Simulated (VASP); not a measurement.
# Ir (P2_1/m) in VASP: notebook, part 2 of 2

VASP 6.6.1. Earlier steps stand in the parts before.

## (3) Single point, LDA

File INCAR:

```
ALGO = Normal
EDIFF = 1E-7
ENCUT = 520
ISIF = 2
ISMEAR = 1
LASPH = True
LCHARG = False
LREAL = False
LWAVE = False
NBANDS = 16
NELM = 100
PREC = Accurate
SIGMA = 0.1
```

File KPOINTS:

```
k-points
0
Gamma
  14 14 8
```

File POSCAR:

```
Ir
1.0
    2.7513780000     -0.0068784450      0.0000000000
   -1.3816459075      2.3862022225      0.0000000000
    0.0000000000      0.0000000000      4.4622900000
Ir
2
Direct
    0.6666666667      0.3333333333      0.7500000000
    0.3333333333      0.6666666667      0.2500000000
```

Potentials or basis: VASP PAW LDA potentials, release 64 (Ir).

The run is started by

```bash
> cat potpaw_LDA.64/Ir/POTCAR > POTCAR
> mpirun -np 1 vasp_std > vasp.out
```

OUTCAR:

```text
EDIFF = 1E-7
   ENCUT = 520
   ISIF = 2
   ISMEAR = 1
   LASPH = True
   LREAL = False
   NELM = 100
   PREC = Accurate

 ion  position               nearest neighbor table
   1  0.667  0.333  0.750-   2 2.74   2 2.74   2 2.74   2 2.74   2 2.74   2 2.74
   2  0.333  0.667  0.250-   1 2.74   1 2.74   1 2.74   1 2.74   1 2.74   1 2.74

  LATTYP: Found a simple monoclinic cell.
 ALAT       =     2.7454230354
 B/A-ratio  =     1.6253560717
 C/A-ratio  =     1.0021721835
 COS(beta)  =    -0.4967465865

  Lattice vectors:

 A1 = (   1.3697320925,   2.3793237775,   0.0000000000)
 A2 = (   0.0000000000,   0.0000000000,  -4.4622900000)
 A3 = (  -2.7513780000,   0.0068784450,   0.0000000000)

Analysis of symmetry for initial positions (statically):
=====================================================================
 Subroutine PRICEL returns:
 Original cell was already a primitive cell.

 Routine SETGRP: Setting up the symmetry group for a
 simple monoclinic supercell.

 Subroutine GETGRP returns: Found  4 space group operations
 (whereof  2 operations were pure point group operations)
 out of a pool of  4 trial point group operations.

The static configuration has the point symmetry S_2 .
 The point group associated with its full space group is C_2h.

Analysis of symmetry for dynamics (positions and initial velocities):
=====================================================================
 Subroutine PRICEL returns:
 Original cell was already a primitive cell.

 Routine SETGRP: Setting up the symmetry group for a
 simple monoclinic supercell.

 Subroutine GETGRP returns: Found  4 space group operations
 (whereof  2 operations were pure point group operations)
 out of a pool of  4 trial point group operations.

The dynamic configuration has the point symmetry S_2 .
 The point group associated with its full space group is C_2h.

 Subroutine INISYM returns: Found  4 space group operations
 (whereof  2 operations are pure point group operations),
 and found     1 'primitive' translations

----------------------------------------------------------------------------------------

                                     Primitive cell

  volume of cell :      29.2541

  direct lattice vectors                    reciprocal lattice vectors
     2.751378000 -0.006878445  0.000000000     0.363981116  0.210750378  0.000000000
    -1.381645908  2.386202223  0.000000000     0.001049209  0.419683473  0.000000000
     0.000000000  0.000000000  4.462290000     0.000000000  0.000000000  0.224100182

  length of vectors
     2.751386598  2.757336842  4.462290000     0.420592409  0.419684784  0.224100182

  position of ions in fractional coordinates (direct lattice)
     0.666666667  0.333333333  0.750000000
     0.333333333  0.666666667  0.250000000

  ion indices of the primitive-cell ions
   primitive index   ion index
                 1           1
                 2           2

----------------------------------------------------------------------------------------

 KPOINTS: k-points

Automatic generation of k-mesh.
 Grid dimensions read from file:
 generate k-points for:   14   14    8

 Generating k-lattice:

  Cartesian coordinates                     Fractional coordinates (reciprocal lattice)
     0.025998651  0.015053598  0.000000000     0.071428571 -0.000000000  0.000000000
     0.000074943  0.029977391  0.000000000     0.000000000  0.071428571  0.000000000
     0.000000000  0.000000000  0.028012523     0.000000000  0.000000000  0.125000000

  Length of vectors
     0.030042315  0.029977485  0.028012523

  Shift w.r.t. Gamma in fractional coordinates (k-lattice)
     0.000000000  0.000000000  0.000000000

 Subroutine IBZKPT returns following result:
 ===========================================

 Found    500 irreducible k-points:

 Following reciprocal coordinates:
            Coordinates               Weight
  0.000000  0.000000  0.000000      1.000000
  0.071429  0.000000  0.000000      2.000000
  0.142857  0.000000  0.000000      2.000000
  0.214286  0.000000  0.000000      2.000000
  0.285714 -0.000000  0.000000      2.000000
  0.357143 -0.000000  0.000000      2.000000
[... 16 lines left out ...]
  0.000000  0.142857  0.000000      2.000000
  0.071429  0.142857  0.000000      2.000000
 [... further k-points ...]
   k-points           NKPTS =    500   k-points in BZ     NKDIM =    500   number of bands    NBANDS=     16
   number of dos      NEDOS =    301   number of ions     NIONS =      2
   total plane-waves  NPLWV =  17280
   dimension x,y,z NGX =    20 NGY =   24 NGZ =   36
   dimension x,y,z NGXF=    40 NGYF=   48 NGZF=   72
   ions per type =               2
   NGX,Y,Z   is equivalent  to a cutoff of  12.08, 14.47, 13.41 a.u.
   NGXF,Y,Z  is equivalent  to a cutoff of  24.17, 28.94, 26.82 a.u.
 SYSTEM =  unknown system
   PREC   = accura    normal or accurate (medium, high low for compatibility)
   ISTART =      0    job   : 0-new  1-cont  2-samecut
   ICHARG =      2    charge: 1-file 2-atom 10-const
   ISPIN  =      1    spin polarized calculation?
   LNONCOLLINEAR =      F non collinear calculations
   LSORBIT =      F    spin-orbit coupling
   LASPH  =      T    aspherical Exc in radial PAW
   ENCUT  =  520.0 eV  38.22 Ry    6.18 a.u.   5.12  5.13  8.30*2*pi/ulx,y,z
   NELM   =    100;   NELMIN=  2; NELMDL= -5     # of ELM steps
   EDIFF  = 0.1E-06   stopping-criterion for ELM
   LREAL  =      F    real-space projection
   EDIFFG = 0.1E-05   stopping-criterion for IOM
   NSW    =      0    number of steps for IOM
   IBRION =     -1    ionic relax: 0-MD 1-quasi-New 2-CG
   NFREE  =      0    steps in history (QN), initial steepest desc. (CG)
   ISIF   =      2    stress and relaxation
   ISYM   =      2    0-nonsym 1-usesym 2-fastsym
   POTIM  = 0.5000    time-step for ionic-motion
   TEBEG  =    0.0;   TEEND  =   0.0 temperature during run
   PSTRESS=    0.0 pullay stress
   NELECT =      18.0000    total number of electrons
   NUPDOWN=      -1.0000    fix difference up-down
   EMIN   =  10.00;   EMAX   =-10.00  energy-range for DOS
   EFERMI =   0.00;   METHOD = LEGACY
   ISMEAR =     1;   SIGMA  =   0.10  broadening in eV -4-tet -1-fermi 0-gaus
   EFERMI_NEDOS =   21; number of points for ismear=-14 and -15
   IALGO  =     38    algorithm
   IMIX   =      4    mixing-type and parameters
     AMIX     =   0.40;   BMIX     =  1.00
     AMIX_MAG =   1.60;   BMIX_MAG =  1.00
  volume/ion in A,a.u.               =      14.63        98.71
  Fermi-wavevector in a.u.,A,eV,Ry     =   1.392420  2.631292 26.379433  1.938834
  Thomas-Fermi vector in A             =   2.516164
   LORBIT       =      0    0 simple, 1 ext, 2 COOP (PROOUT), +10 PAW based schemes
   GGA     = CA    functional components
   LHFCALC =     F    Hartree Fock is set to
   AEXX    =    0.0000 exact exchange contribution
   IVDW    =     0    specifies the selected vdW correction
   LEPSILON=     F    determine dielectric tensor
   LRPA    =     F    only Hartree local field effects (RPA)
 non-spin polarized calculation
 Methfessel and Paxton  Order N= 1 SIGMA  =   0.10
  energy-cutoff  :      520.00
  volume of cell :       29.25
 maximum number of plane-waves:       799
   NGX = 11   NGY = 11   NGZ = 17

 number of electron      18.0000000 magnetization

 Free energy of the ion-electron system (eV)
  ---------------------------------------------------
  ext. energy  EPLUGINS =         0.00000000
  ---------------------------------------------------
  free energy    TOTEN  =       -20.42464899 eV

  energy without entropy =      -20.42367242  energy(sigma->0) =      -20.42432346

 E-fermi :   9.8464     XC(G=0): -13.9466

 val. band max:        9.8404467547   @ k =  -0.2857   0.3571   0.0000
 cond. band min:       9.8490706115   @ k =   0.2857   0.0714   0.0000
 fundamental gap:      0.0086238567
 Fermi energy:         9.8463742974

 k-point     1 :       0.0000    0.0000    0.0000
  band No.  band energies     occupation
      1      -1.0205      2.00000
      2       1.9911      2.00000
      3       6.0618      2.00000
      4       6.1211      2.00000
      5       6.2196      2.00000
      6       6.7515      2.00000
[... 8 lines left out ...]
     15      26.2756      0.00000
     16      27.2876      0.00000
[... 419 lines left out ...]
 k-point    24 :       0.0714    0.1429    0.0000
  band No.  band energies     occupation
      1       0.2523      2.00000
      2       3.0087      2.00000
      3       5.0716      2.00000
      4       5.7860      2.00000
      5       6.2398      2.00000
      6       6.6992      2.00000
[... 8 lines left out ...]
     15      26.1987      0.00000
     16      27.1933      0.00000

 [... further k-points ...]

------------------------ aborting loop because EDIFF is reached ----------------------------------------

  FORCE on cell =-STRESS in cart. coord.  units (eV):
  Direction    XX          YY          ZZ          XY          YZ          ZX
  --------------------------------------------------------------------------------------
  -------------------------------------------------------------------------------------
  Total       -2.8829335     -2.8809731     -2.9532527      0.1779285      0.0000000      0.0000000
  in kB     -157.8915998   -157.7842308   -161.7428207      9.7447298      0.0000000      0.0000000
  external PRESSURE =    -159.1395504 kB  Pullay stress =       0.0000000 kB

 VOLUME and BASIS-vectors are now :
 -----------------------------------------------------------------------------
  energy-cutoff  :      520.00
  volume of cell :       29.25
      direct lattice vectors                 reciprocal lattice vectors
     2.751378000 -0.006878445  0.000000000     0.363981116  0.210750378  0.000000000
    -1.381645908  2.386202223  0.000000000     0.001049209  0.419683473  0.000000000
     0.000000000  0.000000000  4.462290000     0.000000000  0.000000000  0.224100182

 POSITION                                       TOTAL-FORCE (eV/Angst)
 -----------------------------------------------------------------------------------
      1.37370      0.79082      3.34672        -0.008053      0.000083     -0.000000
     -0.00397      1.58851      1.11557         0.008053     -0.000083      0.000000
 -----------------------------------------------------------------------------------
    total drift:                                0.000000      0.000000     -0.000000

  FREE ENERGIE OF THE ION-ELECTRON SYSTEM (eV)
  ---------------------------------------------------
  free  energy   TOTEN  =       -20.4246489871 eV

  energy  without entropy=      -20.4236724206  energy(sigma->0) =      -20.42432346
```

stdout:

```text
POSCAR found type information on POSCAR Ir
 POSCAR found :  1 types and       2 ions
 scaLAPACK will be used
 LDA part: xc-table for (Slater(with rela. corr.)+CA(PZ))
 , standard interpolation
 POSCAR, INCAR and KPOINTS ok, starting setup
 FFT: planning ... GRIDC
 FFT: planning ... GRID_SOFT
 FFT: planning ... GRID
 WAVECAR not read
 entering main loop
```

Wall time 5.2 min (1 thread of Intel Xeon 8259CL, shared host); peak memory 0.3 GiB.

What came out:

```
Free energy            : -20.4246 eV
Pressure               : -15.9 GPa
Largest force          : 0.008 eV/Å
Band gap on the k mesh : zero (bands 9 and 10 overlap by 3.17 eV)
```

Forces on the atoms (eV/Å):
```
Ir  -0.008  0.000  0.000
Ir   0.008  0.000  0.000
```

Caveat: the cell stands under tension; spin-orbit coupling is left out, which moves the levels of the heavy elements.

## (4) Single point, LDA

File INCAR:

```
ALGO = Normal ; EDIFF = 1E-7
ENCUT = 520 ; GGA = CA
ISIF = 2 ; ISMEAR = 1
LASPH = True ; LCHARG = False
LREAL = False ; LWAVE = False
NBANDS = 16 ; NELM = 80
PREC = Accurate ; SIGMA = 0.1
```

KPOINTS is that of step 3.

File POSCAR:

```
Ir
1.0
    2.7513780000      0.0068784450      0.0000000000
   -1.3697320925      2.3793237775      0.0000000000
    0.0000000000      0.0000000000      4.4622900000
Ir
2
Direct
    0.6666666667      0.3333333333      0.7500000000
    0.3333333333      0.6666666667      0.2500000000
```

The run is started by

```bash
> cat potpaw_LDA.64/Ir/POTCAR > POTCAR
> mpirun -np 1 vasp_std > vasp.out
```

It took 4.5 min on 1 thread of Intel Xeon 8259CL, shared host; peak memory 0.3 GiB.

The run converged. Its results:

- Free energy: -20.4246 eV
- Pressure: -15.9 GPa
- Largest force: 0.008 eV/Å
- Band gap on the k mesh: zero (bands 9 and 10 overlap by 3.17 eV)

Forces in eV/Å, atoms in the order of the input:
```
Ir   0.008  0.000  0.000
Ir  -0.008  0.000  0.000
```

Stress tensor (GPa, compression positive):
```
-15.79  -0.97   0.00
 -0.97 -15.78   0.00
  0.00   0.00 -16.17
```

Levels at points of the mesh, in eV from the Fermi level:
```
           k point  band 7  band 8  band 9  band 10  band 11  band 12
(0.00, 0.00, 0.00)   -3.00   -2.29   -2.27    -0.69     0.24     0.27
(0.50, 0.00, 0.00)   -2.90    0.66    0.93     1.06     2.83     4.24
(0.00, 0.50, 0.00)   -2.87    0.67    0.92     1.07     2.85     4.27
(0.50, 0.50, 0.00)   -2.84    0.68    0.91     1.08     2.87     4.30
(0.00, 0.00, 0.50)   -3.75   -3.75   -0.48    -0.48    -0.45    -0.45
(0.50, 0.00, 0.50)   -0.91   -0.91    0.90     0.90     1.97     1.97
(0.00, 0.50, 0.50)   -0.89   -0.89    0.91     0.91     1.99     1.99
(0.50, 0.50, 0.50)   -0.88   -0.88    0.92     0.92     2.00     2.00
```

Caveat: the cell stands under tension; spin-orbit coupling is left out, which moves the levels of the heavy elements.

## (5) Single point, LDA

File INCAR:

```
PREC = Accurate
ENCUT = 520
EDIFF = 1E-6
ISMEAR = 1
SIGMA = 0.1
LREAL = False
LASPH = True
NELM = 60
ALGO = Normal
ISIF = 2
LWAVE = False
LCHARG = False
GGA = CA
NBANDS = 16
```

File KPOINTS:

```
regular mesh
0
Gamma
  14 14 8
```

File POSCAR:

```
Ir
1.0
    2.7513780000      0.0137568900      0.0000000000
   -1.3637751850      2.3758845550      0.0000000000
    0.0000000000      0.0000000000      4.4622900000
Ir
2
Direct
    0.6666666667      0.3333333333      0.7500000000
    0.3333333333      0.6666666667      0.2500000000
```

Potentials or basis: VASP PAW LDA potentials, release 64 (Ir).

The run is started by

```bash
> cat potpaw_LDA.64/Ir/POTCAR > POTCAR
> mpirun -np 1 vasp_std > vasp.out
```

OUTCAR:

```text
PREC = Accurate
   ENCUT = 520
   EDIFF = 1E-6
   ISMEAR = 1
   LREAL = False
   LASPH = True
   NELM = 60
   ISIF = 2
   GGA = CA

 ion  position               nearest neighbor table
   1  0.667  0.333  0.750-   2 2.73   2 2.73   2 2.74   2 2.74   2 2.74   2 2.74
   2  0.333  0.667  0.250-   1 2.73   1 2.73   1 2.74   1 2.74   1 2.74   1 2.74

  Warning from LATTYP: Monoclinic adjustment (A1->A3, A2->A1, A3->A2)!
  LATTYP: Found a simple monoclinic cell.
 ALAT       =     2.7394726087
 B/A-ratio  =     1.6288865184
[... 651 lines left out ...]

  FORCE on cell =-STRESS in cart. coord.  units (eV):
  Direction    XX          YY          ZZ          XY          YZ          ZX
  --------------------------------------------------------------------------------------
  -------------------------------------------------------------------------------------
  Total       -2.8790314     -2.8711194     -2.9529071     -0.3558777      0.0000000      0.0000000
  in kB     -157.6808480   -157.2475168   -161.7269221    -19.4909631      0.0000000      0.0000000
  external PRESSURE =    -158.8850957 kB  Pullay stress =       0.0000000 kB

 VOLUME and BASIS-vectors are now :
 -----------------------------------------------------------------------------
  energy-cutoff  :      520.00
  volume of cell :       29.25
      direct lattice vectors                 reciprocal lattice vectors
     2.751378000  0.013756890  0.000000000     0.362414098  0.208028354  0.000000000
    -1.363775185  2.375884555  0.000000000    -0.002098457  0.419691342  0.000000000
     0.000000000  0.000000000  4.462290000     0.000000000  0.000000000  0.224100182

 POSITION                                       TOTAL-FORCE (eV/Angst)
 -----------------------------------------------------------------------------------
      1.37966      0.80113      3.34672         0.016161      0.000369     -0.000000
      0.00794      1.58851      1.11557        -0.016161     -0.000369      0.000000
 -----------------------------------------------------------------------------------
    total drift:                                0.000000     -0.000000      0.000000

  FREE ENERGIE OF THE ION-ELECTRON SYSTEM (eV)
  ---------------------------------------------------
  free  energy   TOTEN  =       -20.4233660926 eV

  energy  without entropy=      -20.4224302511  energy(sigma->0) =      -20.42305415
```

stdout:

```text
POSCAR found type information on POSCAR Ir
 POSCAR found :  1 types and       2 ions
 scaLAPACK will be used
 LDA part: xc-table for (Slater(with rela. corr.)+CA(PZ))
 , standard interpolation
 POSCAR, INCAR and KPOINTS ok, starting setup
 FFT: planning ... GRIDC
 FFT: planning ... GRID_SOFT
 FFT: planning ... GRID
 WAVECAR not read
 entering main loop
```

It took 4.4 min on 1 thread of Intel Xeon 8259CL, shared host; peak memory 0.3 GiB.

Results:

```
Free energy            : -20.4234 eV
Pressure               : -15.9 GPa
Largest force          : 0.016 eV/Å
Band gap on the k mesh : zero (bands 9 and 10 overlap by 3.19 eV)
```

Forces on the atoms (eV/Å):
```
Ir   0.016  0.000  0.000
Ir  -0.016  0.000  0.000
```

Stress tensor (GPa, compression positive):
```
-15.77  -1.95   0.00
 -1.95 -15.72   0.00
  0.00   0.00 -16.17
```

Caveat: the cell stands under tension; spin-orbit coupling is left out, which moves the levels of the heavy elements.

## (6) Summary

```csv
cell,gap on the mesh (eV),pressure (GPa),largest force (eV/Å)
"a = 2.751, b = 2.763, c = 4.462 Å, angles 90.0, 90.0, 120.4°, 2 atoms",none,-15.9,0.02
"a = 2.751, b = 2.757, c = 4.462 Å, angles 90.0, 90.0, 120.2°, 2 atoms",none,-15.9,0.01
"a = 2.751, b = 2.745, c = 4.462 Å, angles 90.0, 90.0, 119.8°, 2 atoms",none,-15.9,0.01
"a = 2.751, b = 2.739, c = 4.462 Å, angles 90.0, 90.0, 119.6°, 2 atoms",none,-15.9,0.02
```

Alike in all rows: task single point; level LDA; potentials or basis VASP PAW LDA potentials, release 64 (Ir); no spin polarisation; k mesh 14 × 14 × 8; cutoff (eV) 520; smearing methfessel-paxton 0.1 eV.

Caveats: the cell stands under tension; spin-orbit coupling is left out, which moves the levels of the heavy elements.

Absolute energies hang on the potentials; compare differences alone.
